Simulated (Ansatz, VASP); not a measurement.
## Ag: VASP beside Ansatz

File INCAR:

```
SYSTEM = Ag
PREC = Accurate
ENCUT = 520
EDIFF = 1E-6
ISMEAR = 0
SIGMA = 0.15
LREAL = .False.
LASPH = .True.
NELM = 80
ALGO = Fast
ISIF = 2
LWAVE = .False.
LCHARG = .False.
NBANDS = 12
```

KPOINTS

```
Automatic mesh
0
Gamma
  22 22 22
  0 0 0
```

File POSCAR:

```
Ag
1.0
   -1.7478196091      1.7478196091      1.4856466677
    1.7478196091     -1.7478196091      1.4856466677
    1.7478196091      1.7478196091     -1.4856466677
Ag
1
Direct
    0.0000000000      0.0000000000      0.0000000000
```

Input for Ansatz:

```yaml
crystal:
  lattice:
    - [-1.7478196091, 1.7478196091, 1.4856466677]
    - [1.7478196091, -1.7478196091, 1.4856466677]
    - [1.7478196091, 1.7478196091, -1.4856466677]
  atoms:
    - { symbol: Ag, position: [0.0, 0.0, 0.0] }
basis:
  ecutwfc: 420
kpoints:
  mp_grid: { grid: [22, 22, 22] }
hamiltonian:
  xc: lda
scf:
  occupations: { method: gaussian, width: 0.15 }
output:
  forces: true
  stress: true
  eigenvalues: true
```

Alike in both runs: task single point; functional LDA; k mesh 22 × 22 × 22; occupations gaussian, width 0.15 eV; no spin polarisation.

```csv
,VASP,Ansatz
version,VASP 6.6.1,Ansatz 0.2.0
potentials or method,"VASP PAW LDA potentials, release 64 (Ag), cutoff 520 eV","scalar-relativistic, plane waves, PAW"
valence electrons in the cell,11,19
```

```csv
,VASP,Ansatz,Ansatz less VASP
gap on the k mesh at the Fermi level (eV),none,none,-
pressure (GPa),-11.0,-11.2,-0.24
"traceless stress, the component that is largest in VASP (GPa)",0.06,0.02,-0.032
```

LDA's correlation is that of Perdew and Zunger in VASP and of Perdew and Wang (1992) in Ansatz. A gap of «none» marks a metal or a gap that the smearing closes. VASP's potentials hold 11 valence electrons a cell and Ansatz's 19, so a difference there can come from the potentials and not from the codes.
